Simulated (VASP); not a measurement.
# In (I4/mmm) in VASP: single point with LDA

Aim: the single point of In with LDA.

All numbers are computed with VASP 6.6.1; they aren't measurements. Logs are shortened: lines on timing, memory, paths and dates and some standing lists are left out, and cuts for length are marked.

### Step 1. The cell of the first run

Symmetry: I4/mmm, No. 139, tetragonal system. The conventional cell has a = 3.344 Å, b = 3.344 Å, c = 4.680 Å, α = 90.00°, β = 90.00°, γ = 90.00°. In (site symmetry 4/mmm) has 12 In at 3.33 to 3.34 Å within 4.4 Å.

### Step 2. Single point, LDA

Input file INCAR:

```
SYSTEM = In
  PREC = Accurate
  ENCUT = 520
  EDIFF = 1E-6
  ISMEAR = 0
  SIGMA = 0.15
  LREAL = .FALSE.
  LASPH = .TRUE.
  NELM = 80
  ALGO = Fast
  ISIF = 2
  LWAVE = .FALSE.
  LCHARG = .FALSE.
  GGA = CA
  NBANDS = 12
```

Input file KPOINTS:

```
regular mesh
0
G
  22 22 22
  0 0 0
```

Input file POSCAR:

```
In
1.0
   -1.6719809607      1.6719809607      2.3401811111
    1.6719809607     -1.6719809607      2.3401811111
    1.6719809607      1.6719809607     -2.3401811111
In
1
Direct
    0.0000000000      0.0000000000      0.0000000000
```

Potentials or basis: VASP PAW LDA potentials, release 64 (In_d).

On the command line:

```console
cat potpaw_LDA.64/In_d/POTCAR > POTCAR
mpirun -np 1 vasp_std > vasp.out
```

OUTCAR:

```text
SYSTEM = In
   PREC = Accurate
   ENCUT = 520
   EDIFF = 1E-6
   ISMEAR = 0
   LREAL = .FALSE.
   LASPH = .TRUE.
   NELM = 80
   ISIF = 2
   GGA = CA

 ion  position               nearest neighbor table
   1  0.000  0.000  0.000-

  LATTYP: Found a body centered tetragonal cell.
 ALAT       =     3.3439619214
 C/A-ratio  =     1.3996457891

  Lattice vectors:

 A1 = (  -1.6719809607,   1.6719809607,   2.3401811111)
 A2 = (   1.6719809607,  -1.6719809607,   2.3401811111)
 A3 = (   1.6719809607,   1.6719809607,  -2.3401811111)

Analysis of symmetry for initial positions (statically):
=====================================================================
 Subroutine PRICEL returns:
 Original cell was already a primitive cell.

 Routine SETGRP: Setting up the symmetry group for a
 body centered tetragonal supercell.

 Subroutine GETGRP returns: Found 16 space group operations
 (whereof 16 operations were pure point group operations)
 out of a pool of 16 trial point group operations.

The static configuration has the point symmetry D_4h.

Analysis of symmetry for dynamics (positions and initial velocities):
=====================================================================
 Subroutine PRICEL returns:
 Original cell was already a primitive cell.

 Routine SETGRP: Setting up the symmetry group for a
 body centered tetragonal supercell.

 Subroutine GETGRP returns: Found 16 space group operations
 (whereof 16 operations were pure point group operations)
 out of a pool of 16 trial point group operations.

The dynamic configuration has the point symmetry D_4h.

 Subroutine INISYM returns: Found 16 space group operations
 (whereof 16 operations are pure point group operations),
 and found     1 'primitive' translations

----------------------------------------------------------------------------------------

                                     Primitive cell

  volume of cell :      26.1681

  direct lattice vectors                    reciprocal lattice vectors
    -1.671980961  1.671980961  2.340181111     0.000000000  0.299046467  0.213658677
     1.671980961 -1.671980961  2.340181111     0.299046467  0.000000000  0.213658677
     1.671980961  1.671980961 -2.340181111     0.299046467  0.299046467  0.000000000

  length of vectors
     3.326783476  3.326783476  3.326783476     0.367530706  0.367530706  0.422915570

  position of ions in fractional coordinates (direct lattice)
     0.000000000  0.000000000  0.000000000

  ion indices of the primitive-cell ions
   primitive index   ion index
                 1           1

----------------------------------------------------------------------------------------

 KPOINTS: regular mesh

Automatic generation of k-mesh.
 Grid dimensions read from file:
 generate k-points for:   22   22   22

 Generating k-lattice:

  Cartesian coordinates                     Fractional coordinates (reciprocal lattice)
     0.000000000  0.013593021  0.009711758     0.045454545  0.000000000  0.000000000
     0.013593021  0.000000000  0.009711758     0.000000000  0.045454545  0.000000000
     0.013593021  0.013593021  0.000000000     0.000000000  0.000000000  0.045454545

  Length of vectors
     0.016705941  0.016705941  0.019223435

  Shift w.r.t. Gamma in fractional coordinates (k-lattice)
     0.000000000  0.000000000  0.000000000

 Subroutine IBZKPT returns following result:
 ===========================================

 Found    834 irreducible k-points:

 Following reciprocal coordinates:
            Coordinates               Weight
  0.000000  0.000000  0.000000      1.000000
  0.045455  0.000000  0.000000      8.000000
  0.090909  0.000000  0.000000      8.000000
  0.136364  0.000000 -0.000000      8.000000
  0.181818  0.000000  0.000000      8.000000
  0.227273  0.000000  0.000000      8.000000
[... 16 lines left out ...]
  0.500000  0.045455 -0.000000     16.000000
 -0.454545  0.045455  0.000000     16.000000
 [... further k-points ...]
   k-points           NKPTS =    834   k-points in BZ     NKDIM =    834   number of bands    NBANDS=     12
   number of dos      NEDOS =    301   number of ions     NIONS =      1
   total plane-waves  NPLWV =  21952
   dimension x,y,z NGX =    28 NGY =   28 NGZ =   28
   dimension x,y,z NGXF=    56 NGYF=   56 NGZF=   56
   ions per type =               1
   NGX,Y,Z   is equivalent  to a cutoff of  13.99, 13.99, 13.99 a.u.
   NGXF,Y,Z  is equivalent  to a cutoff of  27.98, 27.98, 27.98 a.u.
 SYSTEM =  In
   PREC   = accura    normal or accurate (medium, high low for compatibility)
   ISTART =      0    job   : 0-new  1-cont  2-samecut
   ICHARG =      2    charge: 1-file 2-atom 10-const
   ISPIN  =      1    spin polarized calculation?
   LNONCOLLINEAR =      F non collinear calculations
   LSORBIT =      F    spin-orbit coupling
   LASPH  =      T    aspherical Exc in radial PAW
   ENCUT  =  520.0 eV  38.22 Ry    6.18 a.u.   6.19  6.19  6.19*2*pi/ulx,y,z
   NELM   =     80;   NELMIN=  2; NELMDL= -5     # of ELM steps
   EDIFF  = 0.1E-05   stopping-criterion for ELM
   LREAL  =      F    real-space projection
   EDIFFG = 0.1E-04   stopping-criterion for IOM
   NSW    =      0    number of steps for IOM
   IBRION =     -1    ionic relax: 0-MD 1-quasi-New 2-CG
   NFREE  =      0    steps in history (QN), initial steepest desc. (CG)
   ISIF   =      2    stress and relaxation
   ISYM   =      2    0-nonsym 1-usesym 2-fastsym
   POTIM  = 0.5000    time-step for ionic-motion
   TEBEG  =    0.0;   TEEND  =   0.0 temperature during run
   PSTRESS=    0.0 pullay stress
   NELECT =      13.0000    total number of electrons
   NUPDOWN=      -1.0000    fix difference up-down
   EMIN   =  10.00;   EMAX   =-10.00  energy-range for DOS
   EFERMI =   0.00;   METHOD = LEGACY
   ISMEAR =     0;   SIGMA  =   0.15  broadening in eV -4-tet -1-fermi 0-gaus
   EFERMI_NEDOS =   21; number of points for ismear=-14 and -15
   IALGO  =     68    algorithm
   IMIX   =      4    mixing-type and parameters
     AMIX     =   0.40;   BMIX     =  1.00
     AMIX_MAG =   1.60;   BMIX_MAG =  1.00
  volume/ion in A,a.u.               =      26.17       176.59
  Fermi-wavevector in a.u.,A,eV,Ry     =   1.296578  2.450177 22.872944  1.681114
  Thomas-Fermi vector in A             =   2.428025
   LORBIT       =      0    0 simple, 1 ext, 2 COOP (PROOUT), +10 PAW based schemes
   GGA     = CA    functional components
   LHFCALC =     F    Hartree Fock is set to
   AEXX    =    0.0000 exact exchange contribution
   IVDW    =     0    specifies the selected vdW correction
   LEPSILON=     F    determine dielectric tensor
   LRPA    =     F    only Hartree local field effects (RPA)
 non-spin polarized calculation
 RMM-DIIS sequential band-by-band and
 Gauss-broadening in eV      SIGMA  =   0.15
  energy-cutoff  :      520.00
  volume of cell :       26.17
 maximum number of plane-waves:       725
 NGX is ok and might be reduce to    28
   NGX = 13   NGY = 13   NGZ = 13

 number of electron      13.0000004 magnetization

 Free energy of the ion-electron system (eV)
  ---------------------------------------------------
  ext. energy  EPLUGINS =         0.00000000
  ---------------------------------------------------
  free energy    TOTEN  =        -3.20578968 eV

  energy without entropy =       -3.20006247  energy(sigma->0) =       -3.20292607

 E-fermi :   7.2098     XC(G=0): -10.5259

 val. band max:        7.1971036063   @ k =  -0.4091   0.4091   0.3182
 cond. band min:       7.2099423194   @ k =  -0.2727   0.4545   0.0455
 fundamental gap:      0.0128387132
 Fermi energy:         7.2098309639

 k-point     1 :       0.0000    0.0000    0.0000
  band No.  band energies     occupation
      1      -7.3387      2.00000
      2      -7.3387      2.00000
      3      -7.3245      2.00000
      4      -7.1661      2.00000
      5      -7.1522      2.00000
      6      -2.3475      2.00000
      7      17.6474      0.00000
      8      17.6746      0.00000
      9      17.6746      0.00000
     10      18.8434      0.00000
     11      21.2528      0.00000
     12      21.2654      0.00000

 k-point     2 :       0.0455    0.0000    0.0000
  band No.  band energies     occupation
      1      -7.3380      2.00000
      2      -7.3349      2.00000
      3      -7.3221      2.00000
      4      -7.1665      2.00000
      5      -7.1528      2.00000
      6      -2.3025      2.00000
      7      17.0457      0.00000
      8      17.5775      0.00000
      9      17.5875      0.00000
     10      18.7101      0.00000
     11      21.3972      0.00000
     12      21.4028      0.00000

 k-point     3 :       0.0909    0.0000    0.0000
  band No.  band energies     occupation
      1      -7.3380      2.00000
      2      -7.3246      2.00000
      3      -7.3137      2.00000
      4      -7.1669      2.00000
      5      -7.1540      2.00000
      6      -2.1667      2.00000
      7      15.6838      0.00000
      8      17.3613      0.00000
      9      17.3706      0.00000
     10      18.6217      0.00000
     11      21.7807      0.00000
     12      21.7908      0.00000

 k-point     4 :       0.1364    0.0000   -0.0000
  band No.  band energies     occupation
      1      -7.3408      2.00000
      2      -7.3112      2.00000
      3      -7.3011      2.00000
      4      -7.1645      2.00000
      5      -7.1533      2.00000
      6      -1.9391      2.00000
      7      14.1412      0.00000
      8      17.0623      0.00000
      9      17.0965      0.00000
     10      18.5724      0.00000
     11      22.3082      0.00000
     12      22.3484      0.00000

 k-point     5 :       0.1818    0.0000    0.0000
  band No.  band energies     occupation
      1      -7.3463      2.00000
      2      -7.3001      2.00000
      3      -7.2898      2.00000
      4      -7.1551      2.00000
      5      -7.1465      2.00000
      6      -1.6181      2.00000
      7      12.5842      0.00000
      8      16.7418      0.00000
      9      16.8028      0.00000
     10      18.5263      0.00000
     11      22.0085      0.00000
     12      22.1910      0.00000
[... 228 lines left out ...]
      1      -7.3921      2.00000
      2      -7.3248      2.00000
      3      -7.3094      2.00000
      4      -7.0262      2.00000
      5      -7.0123      2.00000
      6       1.7173      2.00000
      7       5.3051      2.00000
      8      14.8713      0.00000
      9      15.7472      0.00000
     10      18.0282      0.00000
     11      19.9569      0.00000
     12      20.3123      0.00000

 k-point    22 :       0.4545    0.0455    0.0000
  band No.  band energies     occupation
      1      -7.3965      2.00000
      2      -7.3294      2.00000
      3      -7.3130      2.00000
      4      -7.0103      2.00000
      5      -7.0041      2.00000
      6       2.5488      2.00000
      7       4.2663      2.00000
      8      14.9331      0.00000
      9      15.5323      0.00000
     10      17.8882      0.00000
     11      19.9787      0.00000
     12      20.3582      0.00000

 k-point    23 :       0.5000    0.0455   -0.0000
  band No.  band energies     occupation
      1      -7.3973      2.00000
      2      -7.3304      2.00000
      3      -7.3129      2.00000
      4      -7.0096      2.00000
      5      -7.0014      2.00000
      6       2.7681      2.00000
      7       4.0180      2.00000
      8      15.0583      0.00000
      9      15.3856      0.00000
     10      17.8101      0.00000
     11      20.0899      0.00000
     12      20.4108      0.00000

 k-point    24 :      -0.4545    0.0455    0.0000
  band No.  band energies     occupation
      1      -7.3946      2.00000
      2      -7.3278      2.00000
      3      -7.3094      2.00000
      4      -7.0226      2.00000
      5      -7.0058      2.00000
      6       1.9909      2.00000
      7       4.9445      2.00000
      8      15.2037      0.00000
      9      15.3502      0.00000
     10      17.8044      0.00000
     11      20.2788      0.00000
     12      20.3658      0.00000

 [... further k-points ...]
[... 5 lines left out ...]
  --------------------------------------------------------------------------------------
  -------------------------------------------------------------------------------------
  Total       -0.4033629     -0.4033629     -0.4469967      0.0000000      0.0000000      0.0000000
  in kB      -24.6964406    -24.6964406    -27.3679818      0.0000000      0.0000000      0.0000000
  external PRESSURE =     -25.5869543 kB  Pullay stress =       0.0000000 kB

 VOLUME and BASIS-vectors are now :
 -----------------------------------------------------------------------------
  energy-cutoff  :      520.00
  volume of cell :       26.17
      direct lattice vectors                 reciprocal lattice vectors
    -1.671980961  1.671980961  2.340181111     0.000000000  0.299046467  0.213658677
     1.671980961 -1.671980961  2.340181111     0.299046467  0.000000000  0.213658677
     1.671980961  1.671980961 -2.340181111     0.299046467  0.299046467  0.000000000

 POSITION                                       TOTAL-FORCE (eV/Angst)
 -----------------------------------------------------------------------------------
      0.00000      0.00000      0.00000         0.000000     -0.000000      0.000000
 -----------------------------------------------------------------------------------
    total drift:                               -0.000000     -0.000000      0.000000

  FREE ENERGIE OF THE ION-ELECTRON SYSTEM (eV)
  ---------------------------------------------------
  free  energy   TOTEN  =        -3.2057896781 eV

  energy  without entropy=       -3.2000624706  energy(sigma->0) =       -3.20292607
```

It took 2.2 min on 1 thread of Intel Xeon 6975P-C (Granite Rapids), shared host; peak memory 0.35 GiB.

Results:

| Property | Result |
| --- | --- |
| Free energy | -3.2058 eV |
| Pressure | -2.6 GPa |
| Band gap on the k mesh | zero (an odd number of electrons rules out a gap without spin polarisation) |

Stress tensor (GPa, compression positive):
```
-2.47  0.00  0.00
 0.00 -2.47  0.00
 0.00  0.00 -2.74
```

Caveat: spin-orbit coupling is left out, which moves the levels of the heavy elements.
